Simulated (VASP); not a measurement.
# InP (F-43m) in VASP: further runs, part 2 of 2

VASP 6.6.1. Earlier steps stand in the parts before.

### 4 Single point, PBE

This run uses another cell than the first one, of 26.44 Å³/atom, 1.064 times its volume.

INCAR reads:

```
PREC = Accurate
ENCUT = 520
EDIFF = 1E-7
ISMEAR = 0
SIGMA = 0.01
LREAL = False
LASPH = True
NELM = 80
ALGO = Normal
ISIF = 2
LWAVE = False
LCHARG = False
GGA = PE
NBANDS = 16
```

KPOINTS reads:

```
regular mesh
0
Gamma
  6 6 6
```

POSCAR reads:

```
InP
1.0
    0.0000000000      2.9791928935      2.9791928935
    2.9791928935      0.0000000000      2.9791928935
    2.9791928935      2.9791928935      0.0000000000
In P
1 1
Direct
    0.0000000000      0.0000000000      0.0000000000
    0.2500000000      0.2500000000      0.2500000000
```

Potentials or basis: VASP PAW PBE potentials, release 64 (In_d, P).

On the command line:

```
$ cat potpaw_PBE.64/In_d/POTCAR potpaw_PBE.64/P/POTCAR > POTCAR
$ mpirun -np 1 vasp_std > vasp.out
```

OUTCAR:

```text
PREC = Accurate
   ENCUT = 520
   EDIFF = 1E-7
   ISMEAR = 0
   LREAL = False
   LASPH = True
   NELM = 80
   ISIF = 2
   GGA = PE

 ion  position               nearest neighbor table
   1  0.000  0.000  0.000-   2 2.58   2 2.58   2 2.58   2 2.58
   2  0.250  0.250  0.250-   1 2.58   1 2.58   1 2.58   1 2.58

  LATTYP: Found a face centered cubic cell.
 ALAT       =     5.9583857870

  Lattice vectors:

 A1 = (   0.0000000000,   2.9791928935,   2.9791928935)
 A2 = (   2.9791928935,   0.0000000000,   2.9791928935)
 A3 = (   2.9791928935,   2.9791928935,   0.0000000000)

Analysis of symmetry for initial positions (statically):
=====================================================================
 Subroutine PRICEL returns:
 Original cell was already a primitive cell.

 Routine SETGRP: Setting up the symmetry group for a
 face centered cubic supercell.

 Subroutine GETGRP returns: Found 24 space group operations
 (whereof 24 operations were pure point group operations)
 out of a pool of 48 trial point group operations.

The static configuration has the point symmetry T_d .

Analysis of symmetry for dynamics (positions and initial velocities):
=====================================================================
 Subroutine PRICEL returns:
 Original cell was already a primitive cell.

 Routine SETGRP: Setting up the symmetry group for a
 face centered cubic supercell.

 Subroutine GETGRP returns: Found 24 space group operations
 (whereof 24 operations were pure point group operations)
 out of a pool of 48 trial point group operations.

The dynamic configuration has the point symmetry T_d .

 Subroutine INISYM returns: Found 24 space group operations
 (whereof 24 operations are pure point group operations),
 and found     1 'primitive' translations

----------------------------------------------------------------------------------------

                                     Primitive cell
[... 99 lines left out ...]
   IALGO  =     38    algorithm
   IMIX   =      4    mixing-type and parameters
     AMIX     =   0.40;   BMIX     =  1.00
     AMIX_MAG =   1.60;   BMIX_MAG =  1.00
  volume/ion in A,a.u.               =      26.44       178.44
  Fermi-wavevector in a.u.,A,eV,Ry     =   1.143028  2.160011 17.776203  1.306514
  Thomas-Fermi vector in A             =   2.279725
   LORBIT       =      0    0 simple, 1 ext, 2 COOP (PROOUT), +10 PAW based schemes
   GGA     = PE    functional components
   LHFCALC =     F    Hartree Fock is set to
   AEXX    =    0.0000 exact exchange contribution
   IVDW    =     0    specifies the selected vdW correction
   LEPSILON=     F    determine dielectric tensor
   LRPA    =     F    only Hartree local field effects (RPA)
 non-spin polarized calculation
 Gauss-broadening in eV      SIGMA  =   0.01
  energy-cutoff  :      520.00
  volume of cell :       52.88
 maximum number of plane-waves:      1435
   NGX = 15   NGY = 15   NGZ = 15

 number of electron      18.0000005 magnetization

 Free energy of the ion-electron system (eV)
  ---------------------------------------------------
  ext. energy  EPLUGINS =         0.00000000
  ---------------------------------------------------
  free energy    TOTEN  =        -8.39540605 eV

  energy without entropy =       -8.39540605  energy(sigma->0) =       -8.39540605

 E-fermi :   4.7718     XC(G=0):  -9.0624

 val. band max:        4.6698486839   @ k =   0.0000   0.0000   0.0000
 cond. band min:       5.1093741385   @ k =   0.0000   0.0000   0.0000
 fundamental gap:      0.4395254547
 Fermi energy:         4.7718406860

 k-point     1 :       0.0000    0.0000    0.0000
  band No.  band energies     occupation
      1      -9.4352      2.00000
      2      -9.4352      2.00000
      3      -9.4352      2.00000
      4      -9.3067      2.00000
      5      -9.3067      2.00000
      6      -6.5212      2.00000
[... 281 lines left out ...]
      3      -9.3534      2.00000
      4      -9.3299      2.00000
      5      -9.2882      2.00000
      6      -4.3081      2.00000
[... 8 lines left out ...]
     15      15.7413      0.00000
     16      16.3994      0.00000

------------------------ aborting loop because EDIFF is reached ----------------------------------------

  FORCE on cell =-STRESS in cart. coord.  units (eV):
  Direction    XX          YY          ZZ          XY          YZ          ZX
  --------------------------------------------------------------------------------------
  -------------------------------------------------------------------------------------
  Total       -0.0100122     -0.0100122     -0.0100122      0.0000000      0.0000000     -0.0000000
  in kB       -0.3033287     -0.3033287     -0.3033287      0.0000000      0.0000000     -0.0000000
  external PRESSURE =      -0.3033287 kB  Pullay stress =       0.0000000 kB

 VOLUME and BASIS-vectors are now :
 -----------------------------------------------------------------------------
  energy-cutoff  :      520.00
  volume of cell :       52.88
      direct lattice vectors                 reciprocal lattice vectors
     0.000000000  2.979192894  2.979192894    -0.167830690  0.167830690  0.167830690
     2.979192894  0.000000000  2.979192894     0.167830690 -0.167830690  0.167830690
     2.979192894  2.979192894  0.000000000     0.167830690  0.167830690 -0.167830690

 POSITION                                       TOTAL-FORCE (eV/Angst)
 -----------------------------------------------------------------------------------
      0.00000      0.00000      0.00000        -0.000000     -0.000000     -0.000000
      1.48960      1.48960      1.48960         0.000000      0.000000      0.000000
 -----------------------------------------------------------------------------------
    total drift:                               -0.000000     -0.000000     -0.000000

  FREE ENERGIE OF THE ION-ELECTRON SYSTEM (eV)
  ---------------------------------------------------
  free  energy   TOTEN  =        -8.3954060529 eV

  energy  without entropy=       -8.3954060529  energy(sigma->0) =       -8.39540605
```

OSZICAR:

```text
N       E                     dE             d eps       ncg     rms          rms(c)
DAV:   1     0.112249470780E+03    0.11225E+03   -0.83231E+03   536   0.122E+03
DAV:   2    -0.153731804064E+01   -0.11379E+03   -0.10829E+03   584   0.302E+02
DAV:   3    -0.860216039655E+01   -0.70648E+01   -0.70366E+01   648   0.724E+01
DAV:   4    -0.879067227021E+01   -0.18851E+00   -0.18845E+00   656   0.131E+01
DAV:   5    -0.880177670328E+01   -0.11104E-01   -0.11104E-01   800   0.268E+00    0.526E+00
DAV:   6    -0.841861757211E+01    0.38316E+00   -0.62351E-01   808   0.123E+01    0.317E+00
DAV:   7    -0.839375776099E+01    0.24860E-01   -0.14710E-01   720   0.289E+00    0.120E+00
DAV:   8    -0.839448796358E+01   -0.73020E-03   -0.14188E-02   624   0.137E+00    0.278E-01
DAV:   9    -0.839518661682E+01   -0.69865E-03   -0.13368E-03   616   0.393E-01    0.149E-01
DAV:  10    -0.839532776668E+01   -0.14115E-03   -0.21169E-04   744   0.168E-01    0.958E-02
DAV:  11    -0.839540577571E+01   -0.78009E-04   -0.11172E-04   576   0.862E-02    0.390E-02
DAV:  12    -0.839540535270E+01    0.42301E-06   -0.73304E-06   648   0.286E-02    0.118E-02
DAV:  13    -0.839540580288E+01   -0.45018E-06   -0.14456E-06   632   0.588E-03    0.967E-03
DAV:  14    -0.839540603490E+01   -0.23201E-06   -0.22993E-07   632   0.470E-03    0.182E-03
DAV:  15    -0.839540605289E+01   -0.17991E-07   -0.99530E-09   456   0.755E-04
   1 F= -.83954061E+01 E0= -.83954061E+01  d E =-.521236E-49
```

Run time: 9.2 s. Hardware: 1 thread of AMD EPYC 9R45 (Zen 5), shared host; peak memory 0.15 GiB.

What came out:

```yaml
Free_energy: -8.3954 eV
Pressure: 0.0 GPa
Band_gap_on_the_k_mesh: 0.44 eV, direct
```

Caveat: spin-orbit coupling is left out, which moves the levels of the heavy elements.

### 5 Single point, PBE (volume changed by +3%)

INCAR reads:

```
SYSTEM = InP
PREC = Accurate
ENCUT = 520
EDIFF = 1E-6
ISMEAR = 0
SIGMA = 0.01
LREAL = .False.
LASPH = .True.
NELM = 100
ALGO = Normal
ISIF = 2
LWAVE = .False.
LCHARG = .True.
GGA = PE
LELF = .True.
LVHAR = .True.
NBANDS = 16
```

KPOINTS reads:

```
regular mesh
0
Gamma
  6 6 6
  0 0 0
```

POSCAR reads:

```
InP
1.0
    0.0000000000      3.0086917713      3.0086917713
    3.0086917713      0.0000000000      3.0086917713
    3.0086917713      3.0086917713      0.0000000000
In P
1 1
Direct
    0.0000000000      0.0000000000      0.0000000000
    0.2500000000      0.2500000000      0.2500000000
```

On the command line:

```
$ cat potpaw_PBE.64/In_d/POTCAR potpaw_PBE.64/P/POTCAR > POTCAR
$ mpirun -np 1 vasp_std > vasp.out
```

Wall time 7.7 s (1 thread of AMD EPYC 9R45 (Zen 5), shared host); peak memory 0.15 GiB.

The run converged. Its results:

```yaml
Free_energy: -8.3872 eV
Pressure: -1.7 GPa
Band_gap_on_the_k_mesh: 0.28 eV, direct
```

Levels at points of the mesh, in eV from the valence-band top:
| k point | band 6 | band 7 | band 8 | band 9 | band 10 | band 11 | band 12 | band 13 |
| --- | --- | --- | --- | --- | --- | --- | --- | --- |
| (0.00, 0.00, 0.00) | -11.01 | 0.00 | 0.00 | 0.00 | 0.28 | 4.08 | 4.08 | 4.08 |
| (0.50, 0.00, 0.00) | -9.53 | -5.34 | -0.86 | -0.86 | 1.31 | 4.79 | 4.79 | 6.91 |
| (0.50, 0.50, 0.00) | -8.96 | -5.43 | -2.07 | -2.07 | 1.89 | 2.25 | 8.74 | 9.06 |

Caveat: the cell differs from its parent crystal (volume changed by +3%); spin-orbit coupling is left out, which moves the levels of the heavy elements.

### 6 Single point, PBE (volume changed by +6%)

INCAR reads:

```
ALGO = Normal ; EDIFF = 1E-6
ENCUT = 520 ; GGA = PE
ISIF = 2 ; ISMEAR = 0
LASPH = True ; LCHARG = False
LREAL = False ; LWAVE = False
NBANDS = 16 ; NELM = 100
PREC = Accurate ; SIGMA = 0.01
```

KPOINTS reads:

```
k-points
0
Gamma
  6 6 6
```

POSCAR reads:

```
InP
1.0
    0.0000000000      3.0376232747      3.0376232747
    3.0376232747      0.0000000000      3.0376232747
    3.0376232747      3.0376232747      0.0000000000
In P
1 1
Direct
    0.0000000000      0.0000000000      0.0000000000
    0.2500000000      0.2500000000      0.2500000000
```

Potentials or basis: VASP PAW PBE potentials, release 64 (In_d, P).

On the command line:

```
$ cat potpaw_PBE.64/In_d/POTCAR potpaw_PBE.64/P/POTCAR > POTCAR
$ mpirun -np 1 vasp_std > vasp.out
```

Wall time 7.3 s (1 thread of AMD EPYC 9R45 (Zen 5), shared host); peak memory 0.15 GiB.

It converged, with:

```yaml
Free_energy: -8.3639 eV
Pressure: -3.1 GPa
Band_gap_on_the_k_mesh: 0.12 eV, direct
```

Levels at points of the mesh, in eV from the valence-band top:
| k point | band 5 | band 6 | band 7 | band 8 | band 9 | band 10 | band 11 | band 12 | band 13 | band 14 |
| --- | --- | --- | --- | --- | --- | --- | --- | --- | --- | --- |
| (0.00, 0.00, 0.00) | -13.92 | -10.84 | 0.00 | 0.00 | 0.00 | 0.12 | 4.07 | 4.07 | 4.07 | 8.09 |
| (0.50, 0.00, 0.00) | -13.91 | -9.44 | -5.21 | -0.83 | -0.83 | 1.24 | 4.77 | 4.77 | 6.83 | 9.02 |
| (0.50, 0.50, 0.00) | -13.90 | -8.90 | -5.32 | -1.98 | -1.98 | 1.93 | 2.24 | 8.58 | 8.87 | 8.87 |

Caveat: the cell differs from its parent crystal (volume changed by +6%); spin-orbit coupling is left out, which moves the levels of the heavy elements.

### 7 Overview

```tsv
cell	gap on the mesh (eV)	pressure (GPa)
a = 4.127 Å, angles 60.0°, 2 atoms	0.78	4.2
a = 4.171 Å, angles 60.0°, 2 atoms	0.61	1.9
a = 4.213 Å, angles 60.0°, 2 atoms	0.44	0.0
a = 4.255 Å, angles 60.0°, 2 atoms	0.28	-1.7
a = 4.296 Å, angles 60.0°, 2 atoms	0.12	-3.1
```

Alike in all rows: task single point; level PBE; potentials or basis VASP PAW PBE potentials, release 64 (In_d, P); no spin polarisation; k mesh 6 × 6 × 6; cutoff (eV) 520; smearing gaussian 0.01 eV.

Caveats: spin-orbit coupling is left out, which moves the levels of the heavy elements.

Absolute energies hang on the potentials; compare differences alone.
